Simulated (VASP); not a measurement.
Runs of VASP 6.6.1 on Pt. The structure is that of space group P6_3/mmc (No. 194), or close to it. The cells are those of the table. This isn't the form of Pt at room conditions, which is fcc.

```tsv
cell	k mesh	gap on the mesh (eV)	pressure (GPa)
a = 2.786, b = 2.786, c = 4.778 Å, angles 90.0, 90.0, 120.0°, 2 atoms	15 × 15 × 8	none	(a)
a = 2.715, b = 2.715, c = 4.657 Å, angles 90.0, 90.0, 120.0°, 2 atoms	15 × 15 × 8	none	0.9
a = 2.751, b = 2.751, c = 4.718 Å, angles 90.0, 90.0, 120.0°, 2 atoms	15 × 15 × 8	none	-9.9
a = 2.715, b = 2.715, c = 4.657 Å, angles 90.0, 90.0, 120.0°, 2 atoms	13 × 13 × 7	none	0.8
a = 2.715, b = 2.715, c = 4.657 Å, angles 90.0, 90.0, 120.0°, 2 atoms	22 × 22 × 11	none	0.8
```

Alike in all rows: task single point; level LDA; potentials or basis VASP PAW LDA potentials, release 64 (Pt); no spin polarisation; cutoff (eV) 520; smearing fermi-dirac 0.1 eV.

Problem. Estimate the missing entries.

Solution. (a) -18.2.

Caveats: spin-orbit coupling is left out, which moves the levels of the heavy elements; the cell stands under tension (at least some runs).

A k mesh can miss the band edges, and the runs leave out spin-orbit coupling on Pt.

A gap of «none» marks levels without a gap at the run's occupations.
